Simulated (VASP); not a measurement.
# Ga2O3 (R3) in VASP: a series of runs

Ga2O3 is run at these levels: PBE; tasks: single point.

Everything below comes from runs of VASP 6.6.1. Logs are shortened: lines on timing, memory, paths and dates and some standing lists are left out, and cuts for length are marked.

### 1 The cell of the first run

Symmetry: R3, No. 146, trigonal system. The conventional cell has a = 5.057 Å, b = 5.057 Å, c = 28.746 Å, α = 90.00°, β = 90.00°, γ = 120.00°. Within 2.6 Å of Ga (site symmetry 3) lie 6 O at 1.95 to 2.11 Å. Within 3.0 Å of Ga (site symmetry 3) lie 6 O at 2.11 to 2.21 Å and 4 Ga at 2.88 to 2.98 Å. Within 2.6 Å of Ga (site symmetry 3) lie 6 O at 1.95 to 2.11 Å. Ga (site symmetry 3) has 6 O at 1.95 to 2.11 Å within 2.6 Å. Within 2.6 Å of Ga (site symmetry 3) lie 6 O at 1.95 to 2.47 Å. Within 2.6 Å of Ga (site symmetry 3) lie 6 O at 1.95 to 2.11 Å. Within 2.6 Å of Ga (site symmetry 3) lie 6 O at 1.95 to 2.11 Å. Ga (site symmetry 3) has 6 O at 1.95 to 2.11 Å within 2.6 Å.

### 2 Single point, PBE (the distance across one plane changed)

Contents of INCAR:

```
ALGO = Normal
EDIFF = 1E-7
ENCUT = 520
GGA = PE
ISIF = 2
ISMEAR = 0
ISYM = 0
KPAR = 4
LASPH = T
LCHARG = F
LREAL = Auto
LWAVE = F
NBANDS = 104
NELM = 60
PREC = Accurate
SIGMA = 0.05
```

Contents of KPOINTS:

```
k-points
0
Gamma
  6 6 3
```

Contents of POSCAR:

```
Ga2O3
1.0
   -2.5287245561     -4.3798794095      0.0000000000
    2.5287245561     -4.3798794095      0.0000000000
    0.0000000000      2.9199196063      9.5820704322
Ga O
8 12
Direct
    0.1700306721      0.1700306721      0.4306920163
    0.6613338739      0.6613338739      0.9046016216
    0.0696862336      0.0696862336      0.1296587009
    0.5609894354      0.5609894354      0.6035683062
    0.3066410363      0.3066410363      0.8405231088
    0.8153378345      0.8153378345      0.3666135036
    0.4243790712      0.4243790712      0.1937372137
    0.9156822730      0.9156822730      0.6676468189
    0.3079883212      0.9143349880      0.7540849639
    0.8166851195      0.4230317863      0.2801753586
    0.6111616546      0.3079883212      0.7540849639
    0.1198584529      0.8166851195      0.2801753586
    0.9143349880      0.6111616546      0.7540849639
    0.4230317863      0.1198584529      0.2801753586
    0.1686833872      0.5623367204      0.5171301613
    0.6773801854      0.0710335186      0.0432205560
    0.8655100538      0.1686833872      0.5171301613
    0.3742068520      0.6773801854      0.0432205560
    0.5623367204      0.8655100538      0.5171301613
    0.0710335186      0.3742068520      0.0432205560
```

Potentials or basis: VASP PAW PBE potentials, release 64 (Ga_d, O).

The run is started by

```
$ cat potpaw_PBE.64/Ga_d/POTCAR potpaw_PBE.64/O/POTCAR > POTCAR
$ mpirun -np 4 vasp_std > vasp.out
```

OUTCAR:

```text
EDIFF = 1E-7
   ENCUT = 520
   GGA = PE
   ISIF = 2
   ISMEAR = 0
   ISYM = 0
   LASPH = T
   LREAL = Auto
   NELM = 60
   PREC = Accurate

 ion  position               nearest neighbor table
   1  0.170  0.170  0.431-  17 1.95  19 1.95  15 1.95  12 2.11  10 2.11  14 2.11   3 2.88
   2  0.661  0.661  0.905-  13 2.11   9 2.11  11 2.11  16 2.21  20 2.21  18 2.21   4 2.88
   3  0.070  0.070  0.130-  16 1.95  18 1.95  20 1.95  12 2.11  10 2.11  14 2.11   1 2.88
   4  0.561  0.561  0.604-  15 1.95  17 1.95  19 1.95  13 2.11   9 2.11  11 2.11   2 2.88
   5  0.307  0.307  0.841-  11 1.95  13 1.95   9 1.95
   6  0.815  0.815  0.367-  10 1.95  14 1.95  12 1.95  19 2.11  15 2.11  17 2.11   8 2.88
   7  0.424  0.424  0.194-  14 1.95  12 1.95  10 1.95  20 2.11  16 2.11  18 2.11
   8  0.916  0.916  0.668-   9 1.95  11 1.95  13 1.95  17 2.11  15 2.11  19 2.11   6 2.88
   9  0.308  0.914  0.754-   8 1.95   5 1.95   4 2.11   2 2.11
  10  0.817  0.423  0.280-   6 1.95   7 1.95   3 2.11   1 2.11
  11  0.611  0.308  0.754-   5 1.95   8 1.95   4 2.11   2 2.11
  12  0.120  0.817  0.280-   7 1.95   6 1.95   3 2.11   1 2.11
  13  0.914  0.611  0.754-   5 1.95   8 1.95   2 2.11   4 2.11
  14  0.423  0.120  0.280-   7 1.95   6 1.95   1 2.11   3 2.11
  15  0.169  0.562  0.517-   4 1.95   1 1.95   8 2.11   6 2.11
  16  0.677  0.071  0.043-   3 1.95   7 2.11   2 2.21
  17  0.866  0.169  0.517-   4 1.95   1 1.95   8 2.11   6 2.11
  18  0.374  0.677  0.043-   3 1.95   7 2.11   2 2.21
  19  0.562  0.866  0.517-   4 1.95   1 1.95   8 2.11   6 2.11
  20  0.071  0.374  0.043-   3 1.95   7 2.11   2 2.21

IMPORTANT INFORMATION: All symmetrisations will be switched off!
NOSYMM: (Re-)initialisation of all symmetry stuff for point group C_1.

----------------------------------------------------------------------------------------

                                     Primitive cell

  volume of cell :     212.2526

  direct lattice vectors                    reciprocal lattice vectors
    -2.528724556 -4.379879409  0.000000000    -0.197728139 -0.114158394  0.034787193
     2.528724556 -4.379879409  0.000000000     0.197728139 -0.114158394  0.034787193
     0.000000000  2.919919606  9.582070432     0.000000000  0.000000000  0.104361579

  length of vectors
     5.057449112  5.057449112 10.017085618     0.230951737  0.230951737  0.104361579

  position of ions in fractional coordinates (direct lattice)
     0.170030672  0.170030672  0.430692016
     0.661333874  0.661333874  0.904601622
     0.069686234  0.069686234  0.129658701
     0.560989435  0.560989435  0.603568306
     0.306641036  0.306641036  0.840523109
     0.815337834  0.815337834  0.366613504
[... 12 lines left out ...]
     0.562336720  0.865510054  0.517130161
     0.071033519  0.374206852  0.043220556

  ion indices of the primitive-cell ions
   primitive index   ion index
                 1           1
                 2           2
                 3           3
                 4           4
                 5           5
                 6           6
[... 12 lines left out ...]
                19          19
                20          20

----------------------------------------------------------------------------------------

 KPOINTS: k-points

Automatic generation of k-mesh.
 Grid dimensions read from file:
 generate k-points for:    6    6    3

 Generating k-lattice:

  Cartesian coordinates                     Fractional coordinates (reciprocal lattice)
    -0.032954690 -0.019026399  0.005797865     0.166666667  0.000000000  0.000000000
     0.032954690 -0.019026399  0.005797865     0.000000000  0.166666667  0.000000000
     0.000000000  0.000000000  0.034787193     0.000000000  0.000000000  0.333333333

  Length of vectors
     0.038491956  0.038491956  0.034787193

  Shift w.r.t. Gamma in fractional coordinates (k-lattice)
     0.000000000  0.000000000  0.000000000

 -----------------------------------------------------------------------------
|                                                                             |
|           W    W    AA    RRRRR   N    N  II  N    N   GGGG   !!!           |
|           W    W   A  A   R    R  NN   N  II  NN   N  G    G  !!!           |
|           W    W  A    A  R    R  N N  N  II  N N  N  G       !!!           |
|           W WW W  AAAAAA  RRRRR   N  N N  II  N  N N  G  GGG   !            |
|           WW  WW  A    A  R   R   N   NN  II  N   NN  G    G                |
|           W    W  A    A  R    R  N    N  II  N    N   GGGG   !!!           |
|                                                                             |
|     Your reciprocal lattice and k-lattice belong to different lattice       |
|     classes:                                                                |
|                                                                             |
|        The reciprocal lattice is rhombohedral (trigonal),                   |
|        whereas your k-lattice is base-centered monoclinic.                  |
|                                                                             |
|     Results are often still useful ...                                      |
|                                                                             |
 -----------------------------------------------------------------------------

 WARNING: IBZKPT: internal override: KBLOWUP is changed to .FALSE.
      ... skipping the blow-up phase ...

 Subroutine IBZKPT returns following result:
 ===========================================

 Found     56 irreducible k-points:

 Following reciprocal coordinates:
            Coordinates               Weight
  0.000000  0.000000  0.000000      1.000000
  0.166667  0.000000  0.000000      2.000000
  0.333333  0.000000 -0.000000      2.000000
  0.500000  0.000000 -0.000000      1.000000
  0.000000  0.166667  0.000000      2.000000
  0.166667  0.166667  0.000000      2.000000
[... 16 lines left out ...]
  0.333333  0.000000  0.333333      2.000000
  0.500000  0.000000  0.333333      2.000000
 [... further k-points ...]
   k-points           NKPTS =     56   k-points in BZ     NKDIM =     56   number of bands    NBANDS=    104
   number of dos      NEDOS =    301   number of ions     NIONS =     20
   total plane-waves  NPLWV = 128000
   dimension x,y,z NGX =    40 NGY =   40 NGZ =   80
   dimension x,y,z NGXF=    80 NGYF=   80 NGZF=  160
   ions per type =               8  12
   NGX,Y,Z   is equivalent  to a cutoff of  13.15, 13.15, 13.28 a.u.
   NGXF,Y,Z  is equivalent  to a cutoff of  26.30, 26.30, 26.55 a.u.
 SYSTEM =  unknown system
   PREC   = accura    normal or accurate (medium, high low for compatibility)
   ISTART =      0    job   : 0-new  1-cont  2-samecut
   ICHARG =      2    charge: 1-file 2-atom 10-const
   ISPIN  =      1    spin polarized calculation?
   LNONCOLLINEAR =      F non collinear calculations
   LSORBIT =      F    spin-orbit coupling
   LASPH  =      T    aspherical Exc in radial PAW
   ENCUT  =  520.0 eV  38.22 Ry    6.18 a.u.   9.40  9.40 18.63*2*pi/ulx,y,z
   NELM   =     60;   NELMIN=  2; NELMDL= -5     # of ELM steps
   EDIFF  = 0.1E-06   stopping-criterion for ELM
   LREAL  =      T    real-space projection
   EDIFFG = 0.1E-05   stopping-criterion for IOM
   NSW    =      0    number of steps for IOM
   IBRION =     -1    ionic relax: 0-MD 1-quasi-New 2-CG
   NFREE  =      0    steps in history (QN), initial steepest desc. (CG)
   ISIF   =      2    stress and relaxation
   ISYM   =      0    0-nonsym 1-usesym 2-fastsym
   POTIM  = 0.5000    time-step for ionic-motion
   TEBEG  =    0.0;   TEEND  =   0.0 temperature during run
   PSTRESS=    0.0 pullay stress
   NELECT =     176.0000    total number of electrons
   NUPDOWN=      -1.0000    fix difference up-down
   EMIN   =  10.00;   EMAX   =-10.00  energy-range for DOS
   EFERMI =   0.00;   METHOD = LEGACY
   ISMEAR =     0;   SIGMA  =   0.05  broadening in eV -4-tet -1-fermi 0-gaus
   EFERMI_NEDOS =   21; number of points for ismear=-14 and -15
   IALGO  =     38    algorithm
   IMIX   =      4    mixing-type and parameters
     AMIX     =   0.40;   BMIX     =  1.00
     AMIX_MAG =   1.60;   BMIX_MAG =  1.00
  volume/ion in A,a.u.               =      10.61        71.62
  Fermi-wavevector in a.u.,A,eV,Ry     =   1.538018  2.906432 32.184566  2.365499
  Thomas-Fermi vector in A             =   2.644445
   LORBIT       =      0    0 simple, 1 ext, 2 COOP (PROOUT), +10 PAW based schemes
   GGA     = PE    functional components
   LHFCALC =     F    Hartree Fock is set to
   AEXX    =    0.0000 exact exchange contribution
   IVDW    =     0    specifies the selected vdW correction
   LEPSILON=     F    determine dielectric tensor
   LRPA    =     F    only Hartree local field effects (RPA)
 non-spin polarized calculation
 Gauss-broadening in eV      SIGMA  =   0.05
  energy-cutoff  :      520.00
  volume of cell :      212.25
 maximum number of plane-waves:      5757
 NGX is ok and might be reduce to    40
   NGX = 19   NGY = 19   NGZ = 37

 number of electron     176.0000001 magnetization

 Free energy of the ion-electron system (eV)
  ---------------------------------------------------
  ext. energy  EPLUGINS =         0.00000000
  ---------------------------------------------------
  free energy    TOTEN  =      -116.33213137 eV

  energy without entropy =     -116.33213136  energy(sigma->0) =     -116.33213137

 E-fermi :   4.9821     XC(G=0): -11.6500

 val. band max:        4.7951078043   @ k =   0.0000   0.0000   0.3333
 cond. band min:       5.1579134587   @ k =   0.0000   0.0000   0.0000
 fundamental gap:      0.3628056544
 Fermi energy:         4.9820938883

 k-point     1 :       0.0000    0.0000    0.0000
  band No.  band energies     occupation
      1     -15.5119      2.00000
      2     -14.6030      2.00000
      3     -14.2133      2.00000
      4     -14.2133      2.00000
      5     -13.7900      2.00000
      6     -13.6095      2.00000
[... 92 lines left out ...]
     99      12.3105      0.00000
    100      12.8599      0.00000

 k-point     2 :       0.1667    0.0000    0.0000
  band No.  band energies     occupation
      1     -15.4239      2.00000
      2     -14.5485      2.00000
      3     -14.2604      2.00000
      4     -14.2330      2.00000
      5     -13.7556      2.00000
      6     -13.6471      2.00000
[... 2255 lines left out ...]
     99      12.0898      0.00000
    100      12.3479      0.00000

 k-point    24 :       0.5000    0.0000    0.3333
  band No.  band energies     occupation
      1     -14.9867      2.00000
      2     -14.6532      2.00000
      3     -14.3097      2.00000
      4     -14.1716      2.00000
      5     -13.9611      2.00000
      6     -13.6874      2.00000
[... 92 lines left out ...]
     99      12.1602      0.00000
    100      12.8053      0.00000

 [... further k-points ...]

 [bands above 100 left out]

------------------------ aborting loop because EDIFF is reached ----------------------------------------

  FORCE on cell =-STRESS in cart. coord.  units (eV):
  Direction    XX          YY          ZZ          XY          YZ          ZX
  --------------------------------------------------------------------------------------
  -------------------------------------------------------------------------------------
  Total       -0.5319674     -0.5340965    -16.7676907      0.0003758     -0.0029071     -0.0019307
  in kB       -4.0155273     -4.0315984   -126.5700067      0.0028364     -0.0219439     -0.0145734
  external PRESSURE =     -44.8723774 kB  Pullay stress =       0.0000000 kB

 VOLUME and BASIS-vectors are now :
 -----------------------------------------------------------------------------
  energy-cutoff  :      520.00
  volume of cell :      212.25
      direct lattice vectors                 reciprocal lattice vectors
    -2.528724556 -4.379879409  0.000000000    -0.197728139 -0.114158394  0.034787193
     2.528724556 -4.379879409  0.000000000     0.197728139 -0.114158394  0.034787193
     0.000000000  2.919919606  9.582070432     0.000000000  0.000000000  0.104361579

 POSITION                                       TOTAL-FORCE (eV/Angst)
 -----------------------------------------------------------------------------------
      0.00000     -0.23184      4.12692        -0.001560     -0.000918     -0.994924
      0.00000     -3.15176      8.66796         0.000027      0.000712      3.998216
      0.00000     -0.23184      1.24240        -0.000398     -0.000592     -1.263656
      0.00000     -3.15176      5.78343        -0.001164      0.000863     -0.962535
      0.00000     -0.23184      8.05395        -0.001099     -0.000600      2.526165
      0.00000     -6.07168      3.51292         0.000713     -0.000490     -1.141805
[... 12 lines left out ...]
      0.76664     -4.74382      4.95518        -0.149510      0.070317      0.648653
      0.76664     -1.82390      0.41414         0.642691      0.114456     -2.016066
 -----------------------------------------------------------------------------------
    total drift:                                0.002675      0.001212      0.016799

  FREE ENERGIE OF THE ION-ELECTRON SYSTEM (eV)
  ---------------------------------------------------
  free  energy   TOTEN  =      -116.3321313672 eV

  energy  without entropy=     -116.3321313649  energy(sigma->0) =     -116.33213137
```

Run time: 12 min. Hardware: 4 MPI ranks of Intel Xeon Platinum 8375C at 2.90GHz (Ice Lake), shared host; peak memory 0.85 GiB.

What came out:

- Free energy: -116.3321 eV
- Pressure: -4.5 GPa
- Largest force: 3.998 eV/Å
- Band gap on the k mesh: 0.36 eV

Forces on the atoms (eV/Å):
```
Ga  -0.002 -0.001 -0.995
Ga   0.000  0.001  3.998
Ga   0.000 -0.001 -1.264
Ga  -0.001  0.001 -0.963
Ga  -0.001 -0.001  2.526
Ga   0.001  0.000 -1.142
Ga   0.001  0.000 -1.862
Ga   0.001  0.000 -0.711
O   -0.024 -0.237  0.868
O   -0.009 -0.081  0.637
O    0.216  0.099  0.869
O    0.074  0.032  0.638
O   -0.190  0.136  0.865
O   -0.064  0.044  0.638
O    0.016 -0.156  0.649
O   -0.421  0.497 -2.016
O    0.133  0.096  0.649
O   -0.222 -0.613 -2.017
O   -0.150  0.070  0.649
O    0.643  0.114 -2.016
```

Stress tensor (GPa, compression positive):
```
 -0.40   0.00   0.00
  0.00  -0.40   0.00
  0.00   0.00 -12.66
```

Levels at points of the mesh, in eV from the valence-band top:
| k point | band 85 | band 86 | band 87 | band 88 | band 89 | band 90 | band 91 | band 92 |
| --- | --- | --- | --- | --- | --- | --- | --- | --- |
| (0.00, 0.00, 0.00) | -1.15 | -1.15 | 0.00 | 0.00 | 0.36 | 3.26 | 3.53 | 4.23 |
| (0.50, 0.00, 0.00) | -1.02 | -0.97 | -0.61 | -0.43 | 2.89 | 3.11 | 4.12 | 4.46 |
| (0.00, 0.50, 0.00) | -1.02 | -0.97 | -0.61 | -0.43 | 2.89 | 3.11 | 4.12 | 4.46 |
| (0.50, 0.50, 0.00) | -1.01 | -0.96 | -0.59 | -0.41 | 2.87 | 3.11 | 4.16 | 4.53 |

Caveat: the cell differs from its parent crystal (the distance across one plane changed); the cell stands under tension; forces of over 1 eV/Å act on the atoms, so gaps and moduli don't describe the material at rest.

### 3 Single point, PBE (the distance across one plane changed)

Contents of INCAR:

```
SYSTEM = Ga2O3
ALGO = Fast
EDIFF = 1E-6
ENCUT = 520
GGA = PE
ISIF = 2
ISMEAR = 0
ISYM = 0
LASPH = .TRUE.
LCHARG = .FALSE.
LREAL = Auto
LWAVE = .FALSE.
NBANDS = 104
NELM = 60
PREC = Accurate
SIGMA = 0.05
```

Contents of KPOINTS:

```
k-points
0
G
  6 6 3
  0 0 0
```

Contents of POSCAR:

```
Ga2O3
1.0
   -2.5287245561     -4.3798794095      0.0000000000
    2.5287245561     -4.3798794095      0.0000000000
    0.0000000000      2.9199196063     11.0820704322
Ga O
8 12
Direct
    0.1505987429      0.1505987429      0.3723962287
    0.6205201276      0.6205201276      0.7821603828
    0.0638363024      0.0638363024      0.1121089071
    0.5337576871      0.5337576871      0.5218730612
    0.2687183794      0.2687183794      0.7267551382
    0.7987969947      0.7987969947      0.3169909841
    0.4156380505      0.4156380505      0.1675141516
    0.8855594352      0.8855594352      0.5772783057
    0.2739655739      0.8803122407      0.6520167220
    0.8040441892      0.4103908560      0.2422525679
    0.5771389073      0.2739655739      0.6520167220
    0.1072175226      0.8040441892      0.2422525679
    0.8803122407      0.5771389073      0.6520167220
    0.4103908560      0.1072175226      0.2422525679
    0.1453515484      0.5390048816      0.4471346449
    0.6754301637      0.0690834969      0.0373704909
    0.8421782150      0.1453515484      0.4471346449
    0.3722568303      0.6754301637      0.0373704909
    0.5390048816      0.8421782150      0.4471346449
    0.0690834969      0.3722568303      0.0373704909
```

Potentials or basis: VASP PAW PBE potentials, release 64 (Ga_d, O).

The run is started by

```
$ cat potpaw_PBE.64/Ga_d/POTCAR potpaw_PBE.64/O/POTCAR > POTCAR
$ mpirun -np 1 vasp_std > vasp.out
```

Wall time 84 min (1 thread of Oxide Virtual Turin-like, shared host); peak memory 0.9 GiB.

The run converged. Its results:

```yaml
Free_energy: -108.3274 eV
Pressure: -0.5 GPa
Largest_force: 1.901 eV/Å
Band_gap_on_the_k_mesh: zero (bands 88 and 89 overlap by 0.27 eV)
```

Forces in eV/Å, atoms in the order of the input:
```
Ga  -0.001 -0.001 -1.245
Ga   0.000  0.000  1.124
Ga  -0.001 -0.001 -1.133
Ga   0.001 -0.001 -1.406
Ga   0.001  0.001 -0.210
Ga   0.001  0.001 -1.392
Ga  -0.001  0.001 -1.901
Ga   0.000  0.000 -1.231
O    0.285  0.030  0.640
O    0.043 -0.241  0.935
O   -0.170  0.228  0.643
O    0.190  0.159  0.934
O   -0.115 -0.263  0.643
O   -0.232  0.085  0.937
O   -0.012 -0.217  0.826
O    0.198 -0.313  0.061
O    0.192  0.095  0.827
O    0.172  0.330  0.062
O   -0.181  0.121  0.826
O   -0.370 -0.015  0.060
```

Stress tensor (GPa, compression positive):
```
 0.15  0.00  0.00
 0.00  0.16  0.00
 0.00  0.00 -1.81
```

Levels at points of the mesh, in eV from the Fermi level:
| k point | band 84 | band 85 | band 86 | band 87 | band 88 | band 89 | band 90 | band 91 | band 92 | band 93 |
| --- | --- | --- | --- | --- | --- | --- | --- | --- | --- | --- |
| (0.00, 0.00, 0.00) | -0.96 | -0.96 | -0.53 | -0.53 | 0.28 | 0.28 | 1.10 | 2.64 | 3.71 | 4.14 |
| (0.50, 0.00, 0.00) | -0.79 | -0.63 | -0.49 | -0.21 | -0.14 | 0.01 | 0.21 | 3.02 | 3.87 | 4.81 |
| (0.00, 0.50, 0.00) | -0.79 | -0.63 | -0.49 | -0.21 | -0.14 | 0.01 | 0.21 | 3.02 | 3.87 | 4.81 |
| (0.50, 0.50, 0.00) | -0.75 | -0.64 | -0.51 | -0.22 | -0.17 | 0.02 | 0.19 | 3.05 | 3.90 | 4.77 |

Caveat: the cell differs from its parent crystal (the distance across one plane changed); forces of over 1 eV/Å act on the atoms, so gaps and moduli don't describe the material at rest.
